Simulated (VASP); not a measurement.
# Y (P6_3/mmc) in VASP: a series of runs

The runs below take Y through single point, with r2SCAN.

Program: VASP 6.6.1. These are calculated values, not measurements. Logs are shortened: lines on timing, memory, paths and dates and some standing lists are left out, and cuts for length are marked.

### Step 1. The cell of the first run

The structure is hexagonal, space group P6_3/mmc (No. 194). Conventional cell: a = 3.681 Å, b = 3.681 Å, c = 5.721 Å, α = 90.00°, β = 90.00°, γ = 120.00°. Within 4.7 Å of Y (site symmetry -6m2) lie 12 Y at 3.56 to 3.68 Å.

### Step 2. Single point, r2SCAN

Input file POSCAR:

```
Y
1.0
    3.6808463851      0.0000000000      0.0000000000
   -1.8404231926      3.1877064770      0.0000000000
    0.0000000000      0.0000000000      5.7206466204
Y
2
Direct
    0.3333333333      0.6666666667      0.2500000000
    0.6666666667      0.3333333333      0.7500000000
```

Input file INCAR.step1:

```
SYSTEM = Y
  PREC = Accurate
  ENCUT = 520
  ISMEAR = -1
  SIGMA = 0.1
  LREAL = .False.
  LASPH = .True.
  NELM = 80
  NBANDS = 18
  GGA = PE
  ALGO = Normal
  EDIFF = 1E-4
  LWAVE = .True.
  LCHARG = .False.
```

Input file INCAR.step2:

```
SYSTEM = Y
  PREC = Accurate
  ENCUT = 520
  EDIFF = 1E-6
  ISMEAR = -1
  SIGMA = 0.1
  LREAL = .False.
  LASPH = .True.
  NELM = 80
  ALGO = Normal
  ISIF = 2
  LWAVE = .False.
  LCHARG = .False.
  METAGGA = R2SCAN
  LMIXTAU = .True.
  NBANDS = 18
  ISTART = 1
```

Input file KPOINTS:

```
Automatic mesh
0
Gamma
  2 2 1
  0 0 0
```

Potentials or basis: VASP PAW PBE potentials, release 64 (Y_sv).

Started as:

```
$ cat potpaw_PBE.64/Y_sv/POTCAR > POTCAR
$ cp INCAR.step1 INCAR
$ mpirun -np 1 vasp_std > vasp.out
$ cp INCAR.step2 INCAR
$ mpirun -np 1 vasp_std > vasp.out
```

OUTCAR:

```text
SYSTEM = Y
   PREC = Accurate
   ENCUT = 520
   EDIFF = 1E-6
   ISMEAR = -1
   LREAL = .False.
   LASPH = .True.
   NELM = 80
   ISIF = 2
   METAGGA = R2SCAN
   ISTART = 1

 ion  position               nearest neighbor table
   1  0.333  0.667  0.250-   2 3.56   2 3.56   2 3.56   2 3.56   2 3.56   2 3.56
   2  0.667  0.333  0.750-   1 3.56   1 3.56   1 3.56   1 3.56   1 3.56   1 3.56

  LATTYP: Found a hexagonal cell.
 ALAT       =     3.6808463851
 C/A-ratio  =     1.5541660862

  Lattice vectors:

 A1 = (   3.6808463851,   0.0000000000,   0.0000000000)
 A2 = (  -1.8404231926,   3.1877064770,   0.0000000000)
 A3 = (   0.0000000000,   0.0000000000,   5.7206466204)

Analysis of symmetry for initial positions (statically):
=====================================================================
 Subroutine PRICEL returns:
 Original cell was already a primitive cell.

 Routine SETGRP: Setting up the symmetry group for a
 hexagonal supercell.

 Subroutine GETGRP returns: Found 24 space group operations
 (whereof 12 operations were pure point group operations)
 out of a pool of 24 trial point group operations.

The static configuration has the point symmetry D_3d.
 The point group associated with its full space group is D_6h.

Analysis of symmetry for dynamics (positions and initial velocities):
=====================================================================
 Subroutine PRICEL returns:
 Original cell was already a primitive cell.

 Routine SETGRP: Setting up the symmetry group for a
 hexagonal supercell.

 Subroutine GETGRP returns: Found 24 space group operations
 (whereof 12 operations were pure point group operations)
 out of a pool of 24 trial point group operations.

The dynamic configuration has the point symmetry D_3d.
 The point group associated with its full space group is D_6h.

 Subroutine INISYM returns: Found 24 space group operations
 (whereof 12 operations are pure point group operations),
 and found     1 'primitive' translations

----------------------------------------------------------------------------------------

                                     Primitive cell

  volume of cell :      67.1230

  direct lattice vectors                    reciprocal lattice vectors
     3.680846385  0.000000000  0.000000000     0.271676646  0.156852585  0.000000000
    -1.840423193  3.187706477  0.000000000     0.000000000  0.313705169  0.000000000
[... 65 lines left out ...]
   NSW    =      0    number of steps for IOM
   IBRION =     -1    ionic relax: 0-MD 1-quasi-New 2-CG
   NFREE  =      0    steps in history (QN), initial steepest desc. (CG)
   ISIF   =      2    stress and relaxation
   ISYM   =      2    0-nonsym 1-usesym 2-fastsym
   POTIM  = 0.5000    time-step for ionic-motion
   TEBEG  =    0.0;   TEEND  =   0.0 temperature during run
   PSTRESS=    0.0 pullay stress
   NELECT =      22.0000    total number of electrons
   NUPDOWN=      -1.0000    fix difference up-down
   EMIN   =  10.00;   EMAX   =-10.00  energy-range for DOS
   EFERMI =   0.00;   METHOD = LEGACY
   ISMEAR =    -1;   SIGMA  =   0.10  broadening in eV -4-tet -1-fermi 0-gaus
   EFERMI_NEDOS =   21; number of points for ismear=-14 and -15
   IALGO  =     38    algorithm
   IMIX   =      4    mixing-type and parameters
     AMIX     =   0.40;   BMIX     =  1.00
     AMIX_MAG =   1.60;   BMIX_MAG =  1.00
  volume/ion in A,a.u.               =      33.56       226.48
  Fermi-wavevector in a.u.,A,eV,Ry     =   1.128735  2.133000 17.334405  1.274043
  Thomas-Fermi vector in A             =   2.265426
   LORBIT       =      0    0 simple, 1 ext, 2 COOP (PROOUT), +10 PAW based schemes
   METAGGA = R2SCAN    functional components
   LHFCALC =     F    Hartree Fock is set to
   AEXX    =    0.0000 exact exchange contribution
   IVDW    =     0    specifies the selected vdW correction
   LEPSILON=     F    determine dielectric tensor
   LRPA    =     F    only Hartree local field effects (RPA)
 non-spin polarized calculation
  energy-cutoff  :      520.00
  volume of cell :       67.12
 maximum number of plane-waves:      1834
 NGX is ok and might be reduce to    28
   NGX = 13   NGY = 13   NGZ = 21

 number of electron      22.0000000 magnetization

 Free energy of the ion-electron system (eV)
  ---------------------------------------------------
  ext. energy  EPLUGINS =         0.00000000
  ---------------------------------------------------
  free energy    TOTEN  =       -41.73200455 eV

  energy without entropy =      -41.62614893  energy(sigma->0) =      -41.67907674

 E-fermi :   2.6151     XC(G=0):  -9.9669

 val. band max:        2.1633212007   @ k =   0.5000   0.0000   0.0000
 cond. band min:       2.6795474366   @ k =   0.5000   0.0000   0.0000
 fundamental gap:      0.5162262359
 Fermi energy:         2.6151496427

 k-point     1 :       0.0000    0.0000    0.0000
  band No.  band energies     occupation
      1     -41.2600      2.00000
      2     -41.1851      2.00000
      3     -20.9434      2.00000
      4     -20.3844      2.00000
      5     -20.3844      2.00000
      6     -20.3566      2.00000
[... 10 lines left out ...]
     17       5.9773      0.00000
     18       5.9773      0.00000

 k-point     2 :       0.5000    0.0000    0.0000
  band No.  band energies     occupation
      1     -41.2010      2.00000
      2     -41.1765      2.00000
      3     -20.7483      2.00000
      4     -20.6970      2.00000
      5     -20.6430      2.00000
      6     -20.5076      2.00000
[... 10 lines left out ...]
     17       8.6253      0.00000
     18       8.7208      0.00000

------------------------ aborting loop because EDIFF is reached ----------------------------------------

  FORCE on cell =-STRESS in cart. coord.  units (eV):
  Direction    XX          YY          ZZ          XY          YZ          ZX
  --------------------------------------------------------------------------------------
  -------------------------------------------------------------------------------------
  Total       -3.5242089     -3.5242089     -3.6895729      0.0000000     -0.0000000      0.0000000
  in kB      -84.1203526    -84.1203526    -88.0674749      0.0000000     -0.0000000      0.0000000
  external PRESSURE =     -85.4360600 kB  Pullay stress =       0.0000000 kB

 VOLUME and BASIS-vectors are now :
 -----------------------------------------------------------------------------
  energy-cutoff  :      520.00
  volume of cell :       67.12
      direct lattice vectors                 reciprocal lattice vectors
     3.680846385  0.000000000  0.000000000     0.271676646  0.156852585  0.000000000
    -1.840423193  3.187706477  0.000000000     0.000000000  0.313705169  0.000000000
     0.000000000  0.000000000  5.720646620     0.000000000  0.000000000  0.174805414

 POSITION                                       TOTAL-FORCE (eV/Angst)
 -----------------------------------------------------------------------------------
     -0.00000      2.12514      1.43016         0.000000      0.000000      0.000000
      1.84042      1.06257      4.29048        -0.000000     -0.000000      0.000000
 -----------------------------------------------------------------------------------
    total drift:                               -0.000000      0.000000     -0.000000

  FREE ENERGIE OF THE ION-ELECTRON SYSTEM (eV)
  ---------------------------------------------------
  free  energy   TOTEN  =       -41.7320045473 eV

  energy  without entropy=      -41.6261489300  energy(sigma->0) =      -41.67907674
```

OSZICAR.step1:

```text
N       E                     dE             d eps       ncg     rms          rms(c)
DAV:   1     0.801870205043E+02    0.80187E+02   -0.10867E+04    72   0.114E+03
DAV:   2    -0.828672299894E+01   -0.88474E+02   -0.87092E+02    94   0.251E+02
DAV:   3    -0.142117297677E+02   -0.59250E+01   -0.59176E+01   112   0.415E+01
DAV:   4    -0.144996047756E+02   -0.28788E+00   -0.28778E+00   102   0.658E+00
DAV:   5    -0.145008784274E+02   -0.12737E-02   -0.12736E-02   104   0.596E-01    0.223E+01
DAV:   6    -0.141463330610E+02    0.35455E+00   -0.48265E-01    76   0.400E+00    0.137E+01
DAV:   7    -0.140853446038E+02    0.60988E-01   -0.77799E-01   100   0.467E+00    0.204E+00
DAV:   8    -0.140770650584E+02    0.82795E-02   -0.13538E-01    92   0.198E+00    0.770E-01
DAV:   9    -0.140761017637E+02    0.96329E-03   -0.48388E-03    76   0.415E-01    0.362E-01
DAV:  10    -0.140761844832E+02   -0.82720E-04   -0.14446E-03   100   0.317E-01    0.188E-01
DAV:  11    -0.140761317827E+02    0.52701E-04   -0.11572E-04    58   0.831E-02
   1 F= -.14076132E+02 E0= -.14025995E+02  d E =-.100274E+00
```

It took 22 s on 1 thread of AMD EPYC 9R45 (Zen 5), shared host; peak memory 0.17 GiB.

Results:

```
Free energy            : -41.7320 eV
Pressure               : -8.5 GPa
Band gap on the k mesh : zero (band 11 reaches 3.72 eV, above the bottom of band 12 at 2.68 eV)
```

Caveat: the k points lie up to 1.10 Å⁻¹ apart; the PAW data sets were made with another functional, which shifts forces and pressure a little.

### Step 3. Single point, r2SCAN

POSCAR is that of step 2.

Input file INCAR.step1:

```
SYSTEM = Y
PREC = Accurate
ENCUT = 520
ISMEAR = -1
SIGMA = 0.1
LREAL = .False.
LASPH = .True.
NELM = 80
NBANDS = 18
GGA = PE
ALGO = Normal
EDIFF = 1E-4
LWAVE = .True.
LCHARG = .False.
```

Input file INCAR.step2:

```
SYSTEM = Y
PREC = Accurate
ENCUT = 520
EDIFF = 1E-6
ISMEAR = -1
SIGMA = 0.1
LREAL = .False.
LASPH = .True.
NELM = 80
ALGO = Normal
ISIF = 2
LWAVE = .False.
LCHARG = .False.
METAGGA = R2SCAN
LMIXTAU = .True.
NBANDS = 18
ISTART = 1
```

Input file KPOINTS:

```
Automatic mesh
0
Gamma
  3 3 2
  0 0 0
```

Potentials or basis: VASP PAW PBE potentials, release 64 (Y_sv).

Started as:

```
$ cat potpaw_PBE.64/Y_sv/POTCAR > POTCAR
$ cp INCAR.step1 INCAR
$ mpirun -np 1 vasp_std > vasp.out
$ cp INCAR.step2 INCAR
$ mpirun -np 1 vasp_std > vasp.out
```

Wall time 39 s (1 thread of AMD EPYC 9R45 (Zen 5), shared host); peak memory 0.17 GiB.

The run converged. Its results:

* Free energy: -40.4840 eV
* Pressure: -0.7 GPa
* Band gap on the k mesh: zero (band 11 reaches 4.05 eV, above the bottom of band 12 at 2.39 eV)

Levels at points of the mesh, in eV from the Fermi level:
| k point | band 7 | band 8 | band 9 | band 10 | band 11 | band 12 | band 13 | band 14 |
| --- | --- | --- | --- | --- | --- | --- | --- | --- |
| (0.00, 0.00, 0.00) | -23.31 | -23.23 | -4.90 | -1.85 | 0.74 | 1.94 | 1.94 | 2.39 |
| (0.00, 0.00, 0.50) | -23.36 | -23.36 | -3.41 | -3.41 | 1.10 | 1.10 | 1.85 | 1.85 |

Caveat: the k points lie up to 0.66 Å⁻¹ apart; the PAW data sets were made with another functional, which shifts forces and pressure a little.

### Step 4. Single point, r2SCAN

POSCAR is that of step 3.

Input file INCAR.step1:

```
PREC = Accurate ; ENCUT = 520
ISMEAR = -1 ; SIGMA = 0.1
LREAL = False ; LASPH = True
NELM = 80 ; NBANDS = 18
GGA = PE ; ALGO = Normal
EDIFF = 1E-4 ; LWAVE = True
LCHARG = False
```

Input file INCAR.step2:

```
PREC = Accurate ; ENCUT = 520
EDIFF = 1E-6 ; ISMEAR = -1
SIGMA = 0.1 ; LREAL = False
LASPH = True ; NELM = 80
ALGO = Normal ; ISIF = 2
LWAVE = False ; LCHARG = False
METAGGA = R2SCAN ; LMIXTAU = True
NBANDS = 18 ; ISTART = 1
```

Input file KPOINTS:

```
regular mesh
0
Gamma
  4 4 2
```

Started as:

```
$ cat potpaw_PBE.64/Y_sv/POTCAR > POTCAR
$ cp INCAR.step1 INCAR
$ mpirun -np 1 vasp_std > vasp.out
$ cp INCAR.step2 INCAR
$ mpirun -np 1 vasp_std > vasp.out
```

Wall time 46 s (1 thread of AMD EPYC 9R45 (Zen 5), shared host); peak memory 0.18 GiB.

The run converged. Its results:

- Free energy: -40.5857 eV
- Pressure: 0.7 GPa
- Band gap on the k mesh: zero (band 11 reaches 4.03 eV, above the bottom of band 12 at 2.52 eV)

Stress tensor (GPa, compression positive):
```
0.28 0.00 0.00
0.00 0.28 0.00
0.00 0.00 1.64
```

Levels at points of the mesh, in eV from the Fermi level:
```
           k point  band 7  band 8  band 9  band 10  band 11  band 12  band 13  band 14
(0.00, 0.00, 0.00)  -23.40  -23.37   -4.97    -1.92     0.64     1.86     1.86     2.29
(0.50, 0.00, 0.00)  -23.52  -23.45   -1.81    -1.26    -0.88    -0.36     1.41     1.55
(0.00, 0.00, 0.50)  -23.45  -23.45   -3.49    -3.49     1.01     1.01     1.77     1.77
(0.50, 0.00, 0.50)  -23.51  -23.51   -1.74    -1.74     0.00     0.00     1.27     1.27
```

Caveat: the k points lie up to 0.55 Å⁻¹ apart; the PAW data sets were made with another functional, which shifts forces and pressure a little.

### Step 5. Single point, r2SCAN

POSCAR is that of step 4.

Input file INCAR.step1:

```
ALGO = Normal ; EDIFF = 1E-4
ENCUT = 520 ; GGA = PE
ISMEAR = -1 ; LASPH = True
LCHARG = False ; LREAL = False
LWAVE = True ; NBANDS = 18
NELM = 100 ; PREC = Accurate
SIGMA = 0.1
```

Input file INCAR.step2:

```
ALGO = Normal ; EDIFF = 1E-6
ENCUT = 520 ; ISIF = 2
ISMEAR = -1 ; ISTART = 1
LASPH = True ; LCHARG = False
LMIXTAU = True ; LREAL = False
LWAVE = False ; METAGGA = R2SCAN
NBANDS = 18 ; NELM = 100
PREC = Accurate ; SIGMA = 0.1
```

Input file KPOINTS:

```
k-points
0
Gamma
  5 5 3
```

Started as:

```
$ cat potpaw_PBE.64/Y_sv/POTCAR > POTCAR
$ cp INCAR.step1 INCAR
$ mpirun -np 1 vasp_std > vasp.out
$ cp INCAR.step2 INCAR
$ mpirun -np 1 vasp_std > vasp.out
```

It took 49 s on 1 thread of AMD EPYC 9R45 (Zen 5), shared host; peak memory 0.17 GiB.

It converged, with:

| Quantity | Value |
| --- | --- |
| Free energy | -40.5753 eV |
| Pressure | 0.2 GPa |
| Band gap on the k mesh | zero (band 11 reaches 3.67 eV, above the bottom of band 12 at 2.47 eV) |

Stress tensor (GPa, compression positive):
```
 0.38  0.00  0.00
 0.00  0.38  0.00
 0.00  0.00 -0.21
```

Levels at points of the mesh, in eV from the Fermi level:
| k point | band 8 | band 9 | band 10 | band 11 | band 12 | band 13 | band 14 | band 15 |
| --- | --- | --- | --- | --- | --- | --- | --- | --- |
| (0.00, 0.00, 0.00) | -23.25 | -4.86 | -1.82 | 0.76 | 1.98 | 1.98 | 2.38 | 2.65 |

Caveat: the k points lie up to 0.39 Å⁻¹ apart; the PAW data sets were made with another functional, which shifts forces and pressure a little.

### Step 6. Single point, r2SCAN

POSCAR is that of step 5.

Input file INCAR.step1:

```
SYSTEM = Y
PREC = Accurate ; ENCUT = 520
ISMEAR = -1 ; SIGMA = 0.1
LREAL = .FALSE. ; LASPH = .TRUE.
NELM = 80 ; NBANDS = 18
GGA = PE ; ALGO = Normal
EDIFF = 1E-4 ; LWAVE = .TRUE.
LCHARG = .FALSE.
```

Input file INCAR.step2:

```
SYSTEM = Y
PREC = Accurate ; ENCUT = 520
EDIFF = 1E-7 ; ISMEAR = -1
SIGMA = 0.1 ; LREAL = .FALSE.
LASPH = .TRUE. ; NELM = 80
ALGO = Normal ; ISIF = 2
LWAVE = .FALSE. ; LCHARG = .TRUE.
METAGGA = R2SCAN ; LMIXTAU = .TRUE.
LELF = .TRUE. ; LVHAR = .TRUE.
NBANDS = 18 ; ISTART = 1
```

Input file KPOINTS:

```
Automatic mesh
0
G
  6 6 4
  0 0 0
```

Potentials or basis: VASP PAW PBE potentials, release 64 (Y_sv).

Started as:

```
$ cat potpaw_PBE.64/Y_sv/POTCAR > POTCAR
$ cp INCAR.step1 INCAR
$ mpirun -np 1 vasp_std > vasp.out
$ cp INCAR.step2 INCAR
$ mpirun -np 1 vasp_std > vasp.out
```

Run time: 88 s. Hardware: 1 thread of AMD EPYC 9R45 (Zen 5), shared host; peak memory 0.18 GiB.

It converged, with:

```yaml
Free_energy: -40.6127 eV
Pressure: 0.0 GPa
Band_gap_on_the_k_mesh: zero (band 11 reaches 4.03 eV, above the bottom of band 12 at 2.37 eV)
```

Stress tensor (GPa, compression positive):
```
 0.03  0.00  0.00
 0.00  0.03  0.00
 0.00  0.00 -0.15
```

Levels at points of the mesh, in eV from the Fermi level:
| k point | band 8 | band 9 | band 10 | band 11 | band 12 | band 13 | band 14 | band 15 |
| --- | --- | --- | --- | --- | --- | --- | --- | --- |
| (0.00, 0.00, 0.00) | -23.27 | -4.89 | -1.85 | 0.74 | 1.95 | 1.95 | 2.36 | 2.61 |
| (0.50, 0.00, 0.00) | -23.35 | -1.72 | -1.18 | -0.79 | -0.28 | 1.51 | 1.65 | 2.26 |
| (0.00, 0.00, 0.50) | -23.34 | -3.40 | -3.40 | 1.09 | 1.09 | 1.87 | 1.87 | 1.87 |
| (0.50, 0.00, 0.50) | -23.41 | -1.65 | -1.65 | 0.09 | 0.09 | 1.35 | 1.35 | 2.97 |

Caveat: the PAW data sets were made with another functional, which shifts forces and pressure a little.

### Step 7. Overview

```tsv
k mesh	gap on the mesh (eV)	pressure (GPa)
2 × 2 × 1	none	-8.5
3 × 3 × 2	none	-0.7
4 × 4 × 2	none	0.7
5 × 5 × 3	none	0.2
6 × 6 × 4	none	0.0
```

Alike in all rows: task single point; level r2SCAN; potentials or basis VASP PAW PBE potentials, release 64 (Y_sv); no spin polarisation; cell as given; cutoff (eV) 520; smearing fermi-dirac 0.1 eV.

Caveats: some runs use coarse meshes; the PAW data sets were made with another functional, which shifts forces and pressure a little.

Absolute energies hang on the potentials; compare differences alone.
